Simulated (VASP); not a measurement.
# Bi2W (fluorite type) (Fm-3m) in VASP: electric field gradients with r2SCAN

Aim: the electric field gradients of Bi2W (fluorite type) with r2SCAN.

Program: VASP 6.6.1. These are calculated values, not measurements. Logs are shortened: lines on timing, memory, paths and dates and some standing lists are left out, and cuts for length are marked.

## Step 1: The cell of the first run

Symmetry: Fm-3m, No. 225, cubic system. Conventional cell: a = 6.889 Å, b = 6.889 Å, c = 6.889 Å, α = 90.00°, β = 90.00°, γ = 90.00°. Within 3.9 Å of W (site symmetry m-3m) lie 8 Bi at 2.98 Å. Within 3.9 Å of Bi (site symmetry -43m) lie 4 W at 2.98 Å and 6 Bi at 3.44 Å.

## Step 2: Electric field gradients, r2SCAN

POSCAR reads:

```
Bi2W
1.0
    0.0000000000      3.4444720267      3.4444720267
    3.4444720267      0.0000000000      3.4444720267
    3.4444720267      3.4444720267      0.0000000000
W Bi
1 2
Direct
    0.0000000000      0.0000000000      0.0000000000
    0.2500000000      0.2500000000      0.2500000000
    0.7500000000      0.7500000000      0.7500000000
```

INCAR.step1 reads:

```
SYSTEM = Bi2W
ALGO = Normal
EDIFF = 1E-4
ENCUT = 520
GGA = PE
ISMEAR = -1
LASPH = .True.
LCHARG = .False.
LREAL = .False.
LWAVE = .True.
NBANDS = 29
NELM = 100
PREC = Accurate
SIGMA = 0.08
```

INCAR.step2 reads:

```
SYSTEM = Bi2W
ALGO = Normal
EDIFF = 1E-8
ENCUT = 520
ISIF = 2
ISMEAR = -1
ISTART = 1
LASPH = .True.
LCHARG = .False.
LEFG = .True.
LMIXTAU = .True.
LREAL = .False.
LWAVE = .False.
METAGGA = R2SCAN
NBANDS = 29
NELM = 100
PREC = Accurate
SIGMA = 0.08
```

KPOINTS reads:

```
k-points
0
Gamma
  15 15 15
  0 0 0
```

Potentials or basis: VASP PAW PBE potentials, release 64 (W_sv, Bi_d).

Launch:

```sh
> cat potpaw_PBE.64/W_sv/POTCAR potpaw_PBE.64/Bi_d/POTCAR > POTCAR
> cp INCAR.step1 INCAR
> mpirun -np 1 vasp_std > vasp.out
> cp INCAR.step2 INCAR
> mpirun -np 1 vasp_std > vasp.out
```

OUTCAR:

```text
SYSTEM = Bi2W
   EDIFF = 1E-8
   ENCUT = 520
   ISIF = 2
   ISMEAR = -1
   ISTART = 1
   LASPH = .True.
   LREAL = .False.
   METAGGA = R2SCAN
   NELM = 100
   PREC = Accurate

 ion  position               nearest neighbor table
   1  0.000  0.000  0.000-   2 2.98   3 2.98   3 2.98   3 2.98   3 2.98   2 2.98   2 2.98   2 2.98

   2  0.250  0.250  0.250-   1 2.98   1 2.98   1 2.98   1 2.98   3 3.44   3 3.44   3 3.44   3 3.44
                             3 3.44   3 3.44
   3  0.750  0.750  0.750-   1 2.98   1 2.98   1 2.98   1 2.98   2 3.44   2 3.44   2 3.44   2 3.44
                             2 3.44   2 3.44

  LATTYP: Found a face centered cubic cell.
 ALAT       =     6.8889440534

  Lattice vectors:

 A1 = (   0.0000000000,   3.4444720267,   3.4444720267)
 A2 = (   3.4444720267,   0.0000000000,   3.4444720267)
 A3 = (   3.4444720267,   3.4444720267,   0.0000000000)

Analysis of symmetry for initial positions (statically):
=====================================================================
 Subroutine PRICEL returns:
 Original cell was already a primitive cell.

 Routine SETGRP: Setting up the symmetry group for a
 face centered cubic supercell.

 Subroutine GETGRP returns: Found 48 space group operations
 (whereof 48 operations were pure point group operations)
 out of a pool of 48 trial point group operations.

The static configuration has the point symmetry O_h .

Analysis of symmetry for dynamics (positions and initial velocities):
=====================================================================
 Subroutine PRICEL returns:
 Original cell was already a primitive cell.

 Routine SETGRP: Setting up the symmetry group for a
 face centered cubic supercell.

 Subroutine GETGRP returns: Found 48 space group operations
 (whereof 48 operations were pure point group operations)
 out of a pool of 48 trial point group operations.

The dynamic configuration has the point symmetry O_h .

 Subroutine INISYM returns: Found 48 space group operations
 (whereof 48 operations are pure point group operations),
 and found     1 'primitive' translations

----------------------------------------------------------------------------------------

                                     Primitive cell

  volume of cell :      81.7331

  direct lattice vectors                    reciprocal lattice vectors
     0.000000000  3.444472027  3.444472027    -0.145160128  0.145160128  0.145160128
     3.444472027  0.000000000  3.444472027     0.145160128 -0.145160128  0.145160128
     3.444472027  3.444472027  0.000000000     0.145160128  0.145160128 -0.145160128

  length of vectors
     4.871219055  4.871219055  4.871219055     0.251424717  0.251424717  0.251424717

  position of ions in fractional coordinates (direct lattice)
     0.000000000  0.000000000  0.000000000
     0.250000000  0.250000000  0.250000000
     0.750000000  0.750000000  0.750000000

  ion indices of the primitive-cell ions
   primitive index   ion index
                 1           1
                 2           2
                 3           3

----------------------------------------------------------------------------------------

 KPOINTS: k-points

Automatic generation of k-mesh.
 Grid dimensions read from file:
 generate k-points for:   15   15   15

 Generating k-lattice:

  Cartesian coordinates                     Fractional coordinates (reciprocal lattice)
    -0.009677342  0.009677342  0.009677342     0.066666667  0.000000000  0.000000000
     0.009677342 -0.009677342  0.009677342     0.000000000  0.066666667  0.000000000
     0.009677342  0.009677342 -0.009677342     0.000000000  0.000000000  0.066666667

  Length of vectors
     0.016761648  0.016761648  0.016761648

  Shift w.r.t. Gamma in fractional coordinates (k-lattice)
     0.000000000  0.000000000  0.000000000

 Subroutine IBZKPT returns following result:
 ===========================================

 Found    120 irreducible k-points:

 Following reciprocal coordinates:
            Coordinates               Weight
  0.000000  0.000000  0.000000      1.000000
  0.066667  0.000000  0.000000      8.000000
  0.133333  0.000000  0.000000      8.000000
  0.200000  0.000000  0.000000      8.000000
  0.266667  0.000000  0.000000      8.000000
  0.333333  0.000000  0.000000      8.000000
[... 16 lines left out ...]
  0.133333  0.133333  0.000000      6.000000
  0.200000  0.133333  0.000000     24.000000
 [... further k-points ...]
   k-points           NKPTS =    120   k-points in BZ     NKDIM =    120   number of bands    NBANDS=     29
   number of dos      NEDOS =    301   number of ions     NIONS =      3
   total plane-waves  NPLWV =  46656
   dimension x,y,z NGX =    36 NGY =   36 NGZ =   36
   dimension x,y,z NGXF=    72 NGYF=   72 NGZF=   72
   ions per type =               1   2
   NGX,Y,Z   is equivalent  to a cutoff of  12.29, 12.29, 12.29 a.u.
   NGXF,Y,Z  is equivalent  to a cutoff of  24.57, 24.57, 24.57 a.u.
 SYSTEM =  Bi2W
   PREC   = accura    normal or accurate (medium, high low for compatibility)
   ISTART =      1    job   : 0-new  1-cont  2-samecut
   ICHARG =      0    charge: 1-file 2-atom 10-const
   ISPIN  =      1    spin polarized calculation?
   LNONCOLLINEAR =      F non collinear calculations
   LSORBIT =      F    spin-orbit coupling
   LASPH  =      T    aspherical Exc in radial PAW
   ENCUT  =  520.0 eV  38.22 Ry    6.18 a.u.   9.06  9.06  9.06*2*pi/ulx,y,z
   NELM   =    100;   NELMIN=  2; NELMDL=  0     # of ELM steps
   EDIFF  = 0.1E-07   stopping-criterion for ELM
   LREAL  =      F    real-space projection
   EDIFFG = 0.1E-06   stopping-criterion for IOM
   NSW    =      0    number of steps for IOM
   IBRION =     -1    ionic relax: 0-MD 1-quasi-New 2-CG
   NFREE  =      0    steps in history (QN), initial steepest desc. (CG)
   ISIF   =      2    stress and relaxation
   ISYM   =      2    0-nonsym 1-usesym 2-fastsym
   POTIM  = 0.5000    time-step for ionic-motion
   TEBEG  =    0.0;   TEEND  =   0.0 temperature during run
   PSTRESS=    0.0 pullay stress
   NELECT =      44.0000    total number of electrons
   NUPDOWN=      -1.0000    fix difference up-down
   EMIN   =  10.00;   EMAX   =-10.00  energy-range for DOS
   EFERMI =   0.00;   METHOD = LEGACY
   ISMEAR =    -1;   SIGMA  =   0.08  broadening in eV -4-tet -1-fermi 0-gaus
   EFERMI_NEDOS =   21; number of points for ismear=-14 and -15
   IALGO  =     38    algorithm
   IMIX   =      4    mixing-type and parameters
     AMIX     =   0.40;   BMIX     =  1.00
     AMIX_MAG =   1.60;   BMIX_MAG =  1.00
  volume/ion in A,a.u.               =      27.24       183.85
  Fermi-wavevector in a.u.,A,eV,Ry     =   1.331761  2.516664 24.131132  1.773588
  Thomas-Fermi vector in A             =   2.460748
   LORBIT       =      0    0 simple, 1 ext, 2 COOP (PROOUT), +10 PAW based schemes
   METAGGA = R2SCAN    functional components
   LHFCALC =     F    Hartree Fock is set to
   AEXX    =    0.0000 exact exchange contribution
   IVDW    =     0    specifies the selected vdW correction
   LEPSILON=     F    determine dielectric tensor
   LRPA    =     F    only Hartree local field effects (RPA)
 non-spin polarized calculation
  energy-cutoff  :      520.00
  volume of cell :       81.73
 maximum number of plane-waves:      2229
   NGX = 19   NGY = 19   NGZ = 19

 number of electron      43.9999987 magnetization

 Free energy of the ion-electron system (eV)
  ---------------------------------------------------
  ext. energy  EPLUGINS =         0.00000000
  ---------------------------------------------------
  free energy    TOTEN  =      -165.09809809 eV

  energy without entropy =     -164.98712122  energy(sigma->0) =     -165.04260965

 E-fermi :   7.6692     XC(G=0): -11.4865

 val. band max:        7.6690841724   @ k =  -0.4000   0.3333   0.0000
 cond. band min:       7.6695881527   @ k =  -0.3333   0.3333   0.1333
 fundamental gap:      0.0005039802
 Fermi energy:         7.6692289299

 k-point     1 :       0.0000    0.0000    0.0000
  band No.  band energies     occupation
      1     -68.0530      2.00000
      2     -31.6379      2.00000
      3     -31.6379      2.00000
      4     -31.6379      2.00000
      5     -15.6613      2.00000
      6     -15.6613      2.00000
[... 21 lines left out ...]
     28      11.9352      0.00000
     29      11.9584      0.00000
[... 705 lines left out ...]
 k-point    24 :       0.2000    0.1333    0.0000
  band No.  band energies     occupation
      1     -68.0529      2.00000
      2     -31.6387      2.00000
      3     -31.6380      2.00000
      4     -31.6380      2.00000
      5     -15.6552      2.00000
      6     -15.6136      2.00000
[... 21 lines left out ...]
     28      11.9797      0.00000
     29      13.4511      0.00000

 [... further k-points ...]
[... 5 lines left out ...]
  --------------------------------------------------------------------------------------
  -------------------------------------------------------------------------------------
  Total       -0.8615887     -0.8615887     -0.8615887      0.0000000     -0.0000000     -0.0000000
  in kB      -16.8893370    -16.8893370    -16.8893370      0.0000000     -0.0000000     -0.0000000
  external PRESSURE =     -16.8893370 kB  Pullay stress =       0.0000000 kB

 VOLUME and BASIS-vectors are now :
 -----------------------------------------------------------------------------
  energy-cutoff  :      520.00
  volume of cell :       81.73
      direct lattice vectors                 reciprocal lattice vectors
     0.000000000  3.444472027  3.444472027    -0.145160128  0.145160128  0.145160128
     3.444472027  0.000000000  3.444472027     0.145160128 -0.145160128  0.145160128
     3.444472027  3.444472027  0.000000000     0.145160128  0.145160128 -0.145160128

 POSITION                                       TOTAL-FORCE (eV/Angst)
 -----------------------------------------------------------------------------------
      0.00000      0.00000      0.00000        -0.000000     -0.000000     -0.000000
      1.72224      1.72224      1.72224         0.000000      0.000000      0.000000
      5.16671      5.16671      5.16671        -0.000000     -0.000000     -0.000000
 -----------------------------------------------------------------------------------
    total drift:                                0.000000      0.000000      0.000000

  FREE ENERGIE OF THE ION-ELECTRON SYSTEM (eV)
  ---------------------------------------------------
  free  energy   TOTEN  =      -165.0980980851 eV

  energy  without entropy=     -164.9871212157  energy(sigma->0) =     -165.04260965

 Electric field gradients (V/A^2)
---------------------------------------------------------------------
 ion       V_xx      V_yy      V_zz      V_xy      V_xz      V_yz
---------------------------------------------------------------------
   1      -0.000    -0.000     0.000    -0.001    -0.001    -0.001
   2       0.000     0.000    -0.000    -0.001    -0.001    -0.001
   3       0.000    -0.000    -0.000    -0.001    -0.001    -0.001
---------------------------------------------------------------------

 Electric field gradients after diagonalization (V/A^2)
 (convention: |V_zz| > |V_xx| > |V_yy|)
----------------------------------------------------------------------
 ion       V_xx      V_yy      V_zz     asymmetry (V_yy - V_xx)/ V_zz
----------------------------------------------------------------------
   1       0.001     0.001    -0.002       0.000
   2       0.001     0.001    -0.001       0.000
   3       0.001     0.001    -0.001       0.000
----------------------------------------------------------------------

           NMR quadrupolar parameters

 Cq : quadrupolar parameter    Cq=e*Q*V_zz/h
 eta: asymmetry parameters     (V_yy - V_xx)/ V_zz
 Q  : nuclear electric quadrupole moment in mb (millibarn)
----------------------------------------------------------------------
 ion       Cq(MHz)       eta       Q (mb)
----------------------------------------------------------------------
   1      -0.000       0.000       1.000
   2      -0.000       0.000       1.000
   3      -0.000       0.000       1.000
----------------------------------------------------------------------
```

Wall time 27 min (1 thread of AMD EPYC 7R13, shared host); peak memory 0.4 GiB.

Results:

* Free energy: -165.0981 eV
* Pressure: -1.7 GPa
* Band gap on the k mesh: zero (bands 22 and 23 overlap by 1.95 eV)
* Largest electric field gradient by atom: under 0.05 V/Å² on every atom

Caveat: the PAW data sets were made with another functional, which shifts forces and pressure a little; spin-orbit coupling is left out, which moves the levels of the heavy elements.
